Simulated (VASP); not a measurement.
# AlNi3 (Pm-3m) in VASP: notebook, part 2 of 2

VASP 6.6.1. Earlier steps stand in the parts before.

## 3. Single point, PBE, collinear spin, ferromagnetic start

This run uses another cell than the first one, of 11.16 Å³/atom.

The input, INCAR:

```
  PREC = Accurate
  ENCUT = 520
  EDIFF = 1E-7
  ISMEAR = 0
  SIGMA = 0.1
  LREAL = F
  LASPH = T
  NELM = 150
  ALGO = Normal
  ISIF = 2
  LWAVE = F
  LCHARG = F
  ISPIN = 2
  MAGMOM = 0 0.3 0.3 0.3
  LORBIT = 11
  LMAXMIX = 4
  GGA = PE
  NBANDS = 28
```

The input, KPOINTS:

```
Automatic mesh
0
Gamma
  12 12 12
```

The input, POSCAR:

```
AlNi3
1.0
    3.5477282203      0.0000000000      0.0000000000
    0.0000000000      3.5477282203      0.0000000000
    0.0000000000      0.0000000000      3.5477282203
Al Ni
1 3
Direct
    0.0000000000      0.0000000000      0.0000000000
    0.0000000000      0.5000000000      0.5000000000
    0.5000000000      0.0000000000      0.5000000000
    0.5000000000      0.5000000000      0.0000000000
```

Potentials or basis: VASP PAW PBE potentials, release 64 (Al, Ni).

The run is started by

```console
$ cat potpaw_PBE.64/Al/POTCAR potpaw_PBE.64/Ni/POTCAR > POTCAR
$ mpirun -np 1 vasp_std > vasp.out
```

OUTCAR:

```text
PREC = Accurate
   ENCUT = 520
   EDIFF = 1E-7
   ISMEAR = 0
   LREAL = F
   LASPH = T
   NELM = 150
   ISIF = 2
   ISPIN = 2
   LORBIT = 11
   GGA = PE

 ion  position               nearest neighbor table
   1  0.000  0.000  0.000-   2 2.51   3 2.51   4 2.51   2 2.51   3 2.51   2 2.51   4 2.51   2 2.51
                             3 2.51   4 2.51   3 2.51   4 2.51
   2  0.000  0.500  0.500-   1 2.51   3 2.51   4 2.51   1 2.51   4 2.51   1 2.51   3 2.51   1 2.51
                             3 2.51   4 2.51   4 2.51   3 2.51
   3  0.500  0.000  0.500-   1 2.51   2 2.51   4 2.51   1 2.51   4 2.51   2 2.51   4 2.51   4 2.51
                             1 2.51   2 2.51   1 2.51   2 2.51
   4  0.500  0.500  0.000-   1 2.51   2 2.51   3 2.51   2 2.51   3 2.51   1 2.51   3 2.51   3 2.51
                             1 2.51   2 2.51   2 2.51   1 2.51

  LATTYP: Found a simple cubic cell.
 ALAT       =     3.5477282203

  Lattice vectors:

 A1 = (   3.5477282203,   0.0000000000,   0.0000000000)
 A2 = (   0.0000000000,   3.5477282203,   0.0000000000)
 A3 = (   0.0000000000,   0.0000000000,   3.5477282203)

Analysis of symmetry for initial positions (statically):
=====================================================================
 Subroutine PRICEL returns:
 Original cell was already a primitive cell.

 Routine SETGRP: Setting up the symmetry group for a
 simple cubic supercell.

 Subroutine GETGRP returns: Found 48 space group operations
 (whereof 48 operations were pure point group operations)
 out of a pool of 48 trial point group operations.

The static configuration has the point symmetry O_h .

Analysis of symmetry for dynamics (positions and initial velocities):
=====================================================================
 Subroutine PRICEL returns:
 Original cell was already a primitive cell.

 Routine SETGRP: Setting up the symmetry group for a
 simple cubic supercell.

[... 165 lines left out ...]
  ext. energy  EPLUGINS =         0.00000000
  ---------------------------------------------------
  free energy    TOTEN  =       -21.89881755 eV

  energy without entropy =      -21.88251247  energy(sigma->0) =      -21.89066501

 E-fermi :   9.6470     XC(G=0): -12.7410

 val. band max:        9.6381269225   @ k =   0.3333   0.3333   0.1667
 cond. band min:       9.6470470143   @ k =   0.5000   0.4167   0.4167
 fundamental gap:      0.0089200919
 Fermi energy:         9.6469624881

 spin component 1

 k-point     1 :       0.0000    0.0000    0.0000
  band No.  band energies     occupation
      1      -0.3787      1.00000
      2       5.2904      1.00000
      3       5.9598      1.00000
      4       5.9598      1.00000
      5       6.3119      1.00000
      6       6.3119      1.00000
[... 733 lines left out ...]
     27      23.1393      0.00000
     28      23.4611      0.00000

 [... further k-points ...]

 spin component 2

 k-point     1 :       0.0000    0.0000    0.0000
  band No.  band energies     occupation
      1      -0.4090      1.00000
      2       5.3660      1.00000
      3       6.1091      1.00000
      4       6.1091      1.00000
      5       6.5956      1.00000
      6       6.5956      1.00000
[... 733 lines left out ...]
     27      23.1209      0.00000
     28      23.4722      0.00000

 [... further k-points ...]
[... 5 lines left out ...]
  --------------------------------------------------------------------------------------
  -------------------------------------------------------------------------------------
  Total        0.8571343      0.8571343      0.8571343      0.0000000      0.0000000      0.0000000
  in kB       30.7544836     30.7544836     30.7544836      0.0000000      0.0000000      0.0000000
  external PRESSURE =      30.7544836 kB  Pullay stress =       0.0000000 kB

 VOLUME and BASIS-vectors are now :
 -----------------------------------------------------------------------------
  energy-cutoff  :      520.00
  volume of cell :       44.65
      direct lattice vectors                 reciprocal lattice vectors
     3.547728220  0.000000000  0.000000000     0.281870520  0.000000000  0.000000000
     0.000000000  3.547728220  0.000000000     0.000000000  0.281870520  0.000000000
     0.000000000  0.000000000  3.547728220     0.000000000  0.000000000  0.281870520

 POSITION                                       TOTAL-FORCE (eV/Angst)
 -----------------------------------------------------------------------------------
      0.00000      0.00000      0.00000         0.000000      0.000000      0.000000
      0.00000      1.77386      1.77386         0.000000      0.000000      0.000000
      1.77386      0.00000      1.77386         0.000000      0.000000      0.000000
      1.77386      1.77386      0.00000         0.000000      0.000000      0.000000
 -----------------------------------------------------------------------------------
    total drift:                                0.000000      0.000000      0.000000

  FREE ENERGIE OF THE ION-ELECTRON SYSTEM (eV)
  ---------------------------------------------------
  free  energy   TOTEN  =       -21.8988175453 eV

  energy  without entropy=      -21.8825124657  energy(sigma->0) =      -21.89066501

 total charge

# of ion       s       p       d       tot
------------------------------------------
    1        0.410   0.397   0.000   0.806
    2        0.498   0.526   8.385   9.409
    3        0.498   0.526   8.385   9.409
    4        0.498   0.526   8.385   9.409
--------------------------------------------------
tot          1.902   1.976  25.155  29.033

 magnetization (x)

# of ion       s       p       d       tot
------------------------------------------
    1       -0.001  -0.008   0.000  -0.009
    2       -0.003  -0.010   0.264   0.251
    3       -0.003  -0.010   0.264   0.251
    4       -0.003  -0.010   0.264   0.251
--------------------------------------------------
tot         -0.010  -0.038   0.791   0.743
```

OSZICAR:

```text
N       E                     dE             d eps       ncg     rms          rms(c)
DAV:   1     0.195985676631E+03    0.19599E+03   -0.13641E+04  9616   0.150E+03
DAV:   2    -0.134869465114E+02   -0.20947E+03   -0.19394E+03  9424   0.294E+02
DAV:   3    -0.258896677517E+02   -0.12403E+02   -0.11467E+02 10432   0.889E+01
DAV:   4    -0.261183664736E+02   -0.22870E+00   -0.22827E+00 10752   0.116E+01
DAV:   5    -0.261267388268E+02   -0.83724E-02   -0.83716E-02 11112   0.196E+00    0.196E+01
DAV:   6    -0.270654678890E+02   -0.93873E+00   -0.31411E+01 10920   0.101E+02    0.211E+01
DAV:   7    -0.219550330662E+02    0.51104E+01   -0.11750E+01 11212   0.552E+01    0.245E+00
DAV:   8    -0.219133195536E+02    0.41714E-01   -0.20145E-01 10224   0.297E+00    0.135E+00
DAV:   9    -0.218935477753E+02    0.19772E-01   -0.18494E-02 12956   0.194E+00    0.658E-01
DAV:  10    -0.218947338101E+02   -0.11860E-02   -0.18281E-03 11204   0.381E-01    0.528E-01
DAV:  11    -0.218987171145E+02   -0.39833E-02   -0.40909E-03 11800   0.119E+00    0.198E-01
DAV:  12    -0.218986448533E+02    0.72261E-04   -0.10801E-03 12192   0.342E-01    0.123E-01
DAV:  13    -0.218988114677E+02   -0.16661E-03   -0.15561E-04 11608   0.195E-01    0.345E-02
DAV:  14    -0.218988167177E+02   -0.52500E-05   -0.10008E-05 11284   0.288E-02    0.218E-02
DAV:  15    -0.218988175201E+02   -0.80245E-06   -0.37299E-06 11812   0.363E-02    0.132E-02
DAV:  16    -0.218988175453E+02   -0.25118E-07   -0.97367E-07 10848   0.118E-02
   1 F= -.21898818E+02 E0= -.21890665E+02  d E =-.163051E-01  mag=     0.7024
```

It took 4.2 min on 1 thread of Oxide Virtual Turin-like, shared host; peak memory 0.24 GiB.

Results:

| Quantity | Value |
| --- | --- |
| Free energy | -21.8988 eV |
| Pressure | 3.1 GPa |
| Net moment | 0.70 μB per cell |
| Site moments | Al -0.01; Ni +0.25 μB |
| Valence electrons inside the program's atomic spheres | Al 0.81; Ni 9.41 |

Levels at points of the mesh, in eV from the Fermi level:
Spin up:
| k point | band 13 | band 14 | band 15 | band 16 | band 17 | band 18 | band 19 | band 20 | band 21 | band 22 |
| --- | --- | --- | --- | --- | --- | --- | --- | --- | --- | --- |
| (0.00, 0.00, 0.00) | -0.27 | -0.09 | -0.09 | -0.09 | 0.87 | 0.87 | 0.87 | 6.60 | 6.60 | 7.37 |
| (0.50, 0.00, 0.00) | -1.23 | -1.17 | -1.05 | -0.51 | -0.09 | 5.54 | 5.54 | 5.62 | 5.62 | 6.47 |
| (0.50, 0.50, 0.00) | -1.32 | -1.20 | -1.00 | -0.97 | -0.58 | 0.84 | 0.84 | 8.20 | 8.21 | 8.21 |
| (0.50, 0.50, 0.50) | -1.31 | -1.08 | -1.08 | -0.26 | -0.26 | -0.26 | -0.18 | 3.43 | 4.06 | 4.06 |
Spin down:
| k point | band 12 | band 13 | band 14 | band 15 | band 16 | band 17 | band 18 | band 19 | band 20 | band 21 |
| --- | --- | --- | --- | --- | --- | --- | --- | --- | --- | --- |
| (0.00, 0.00, 0.00) | -0.40 | 0.01 | 0.35 | 0.35 | 0.35 | 0.84 | 0.84 | 0.84 | 6.69 | 6.69 |
| (0.50, 0.00, 0.00) | -1.04 | -0.93 | -0.93 | -0.83 | -0.33 | 0.35 | 5.59 | 5.59 | 5.66 | 5.66 |
| (0.50, 0.50, 0.00) | -1.14 | -1.14 | -1.09 | -0.79 | -0.59 | -0.45 | 1.13 | 1.13 | 8.22 | 8.25 |
| (0.50, 0.50, 0.50) | -1.16 | -1.16 | -0.90 | -0.90 | -0.20 | 0.11 | 0.11 | 0.11 | 3.52 | 4.26 |

Caveat: the cell stands under pressure.

## 4. Single point, PBE, collinear spin, ferromagnetic start

This run uses another cell than the first one, of 11.54 Å³/atom.

The input, INCAR:

```
SYSTEM = AlNi3
ALGO = Normal ; EDIFF = 1E-6
ENCUT = 520 ; GGA = PE
ISIF = 2 ; ISMEAR = 0
ISPIN = 2 ; LASPH = .TRUE.
LCHARG = .TRUE. ; LELF = .TRUE.
LMAXMIX = 4 ; LORBIT = 11
LREAL = .FALSE. ; LVHAR = .TRUE.
LWAVE = .FALSE. ; MAGMOM = 0 0.3 0.3 0.3
NBANDS = 28 ; NELM = 150
PREC = Accurate ; SIGMA = 0.1
```

The input, KPOINTS:

```
k-points
0
G
  12 12 12
  0 0 0
```

The input, POSCAR:

```
AlNi3
1.0
    3.5869941971      0.0000000000      0.0000000000
    0.0000000000      3.5869941971      0.0000000000
    0.0000000000      0.0000000000      3.5869941971
Al Ni
1 3
Direct
    0.0000000000      0.0000000000      0.0000000000
    0.0000000000      0.5000000000      0.5000000000
    0.5000000000      0.0000000000      0.5000000000
    0.5000000000      0.5000000000      0.0000000000
```

Potentials or basis: VASP PAW PBE potentials, release 64 (Al, Ni).

The run is started by

```console
$ cat potpaw_PBE.64/Al/POTCAR potpaw_PBE.64/Ni/POTCAR > POTCAR
$ mpirun -np 1 vasp_std > vasp.out
```

OUTCAR:

```text
SYSTEM = AlNi3
   EDIFF = 1E-6
   ENCUT = 520
   GGA = PE
   ISIF = 2
   ISMEAR = 0
   ISPIN = 2
   LASPH = .TRUE.
   LORBIT = 11
   LREAL = .FALSE.
   NELM = 150
   PREC = Accurate

 ion  position               nearest neighbor table
   1  0.000  0.000  0.000-   2 2.54   3 2.54   4 2.54   2 2.54   3 2.54   2 2.54   4 2.54   2 2.54
                             3 2.54   4 2.54   3 2.54   4 2.54
   2  0.000  0.500  0.500-   1 2.54   3 2.54   4 2.54   1 2.54   4 2.54   1 2.54   3 2.54   1 2.54
                             3 2.54   4 2.54   4 2.54   3 2.54
   3  0.500  0.000  0.500-   1 2.54   2 2.54   4 2.54   1 2.54   4 2.54   2 2.54   4 2.54   4 2.54
                             1 2.54   2 2.54   1 2.54   2 2.54
   4  0.500  0.500  0.000-   1 2.54   2 2.54   3 2.54   2 2.54   3 2.54   1 2.54   3 2.54   3 2.54
                             1 2.54   2 2.54   2 2.54   1 2.54

  LATTYP: Found a simple cubic cell.
 ALAT       =     3.5869941971

  Lattice vectors:

 A1 = (   3.5869941971,   0.0000000000,   0.0000000000)
 A2 = (   0.0000000000,   3.5869941971,   0.0000000000)
 A3 = (   0.0000000000,   0.0000000000,   3.5869941971)
[... 1693 lines left out ...]
     28      22.7213      0.00000

 [... further k-points ...]
[... 5 lines left out ...]
  --------------------------------------------------------------------------------------
  -------------------------------------------------------------------------------------
  Total       -0.8322494     -0.8322494     -0.8322494      0.0000000     -0.0000000     -0.0000000
  in kB      -28.8916320    -28.8916320    -28.8916320      0.0000000     -0.0000000     -0.0000000
  external PRESSURE =     -28.8916320 kB  Pullay stress =       0.0000000 kB

 VOLUME and BASIS-vectors are now :
 -----------------------------------------------------------------------------
  energy-cutoff  :      520.00
  volume of cell :       46.15
      direct lattice vectors                 reciprocal lattice vectors
     3.586994197  0.000000000  0.000000000     0.278784951  0.000000000  0.000000000
     0.000000000  3.586994197  0.000000000     0.000000000  0.278784951  0.000000000
     0.000000000  0.000000000  3.586994197     0.000000000  0.000000000  0.278784951

 POSITION                                       TOTAL-FORCE (eV/Angst)
 -----------------------------------------------------------------------------------
      0.00000      0.00000      0.00000         0.000000      0.000000      0.000000
      0.00000      1.79350      1.79350         0.000000      0.000000      0.000000
      1.79350      0.00000      1.79350         0.000000      0.000000      0.000000
      1.79350      1.79350      0.00000         0.000000      0.000000      0.000000
 -----------------------------------------------------------------------------------
    total drift:                                0.000000      0.000000      0.000000

  FREE ENERGIE OF THE ION-ELECTRON SYSTEM (eV)
  ---------------------------------------------------
  free  energy   TOTEN  =       -21.8984459542 eV

  energy  without entropy=      -21.8817366579  energy(sigma->0) =      -21.89009131

 total charge

# of ion       s       p       d       tot
------------------------------------------
    1        0.406   0.383   0.000   0.789
    2        0.483   0.497   8.370   9.350
    3        0.483   0.497   8.370   9.350
    4        0.483   0.497   8.370   9.350
--------------------------------------------------
tot          1.856   1.874  25.110  28.839

 magnetization (x)

# of ion       s       p       d       tot
------------------------------------------
    1       -0.001  -0.008   0.000  -0.009
    2       -0.003  -0.010   0.271   0.258
    3       -0.003  -0.010   0.271   0.258
    4       -0.003  -0.010   0.271   0.258
--------------------------------------------------
tot         -0.010  -0.038   0.814   0.765
```

Wall time 4.6 min (1 thread of Oxide Virtual Turin-like, shared host); peak memory 0.24 GiB.

What came out:

* Free energy: -21.8984 eV
* Pressure: -2.9 GPa
* Net moment: 0.72 μB per cell
* Site moments: Al -0.01; Ni +0.26 μB
* Valence electrons inside the program's atomic spheres: Al 0.79; Ni 9.35

## 5. Overview

```tsv
cell	gap on the mesh (eV)	pressure (GPa)	moment (μB)
a = 3.519 Å, 4 atoms	none	7.9	0.69
a = 3.548 Å, 4 atoms	none	3.1	0.70
a = 3.587 Å, 4 atoms	none	-2.9	0.72
```

Alike in all rows: task single point; level PBE; potentials or basis VASP PAW PBE potentials, release 64 (Al, Ni); spin collinear, ferromagnetic start; k mesh 12 × 12 × 12; cutoff (eV) 520; smearing gaussian 0.1 eV.

Caveats: the cell stands under pressure (at least some runs).

Absolute energies hang on the potentials; compare differences alone.
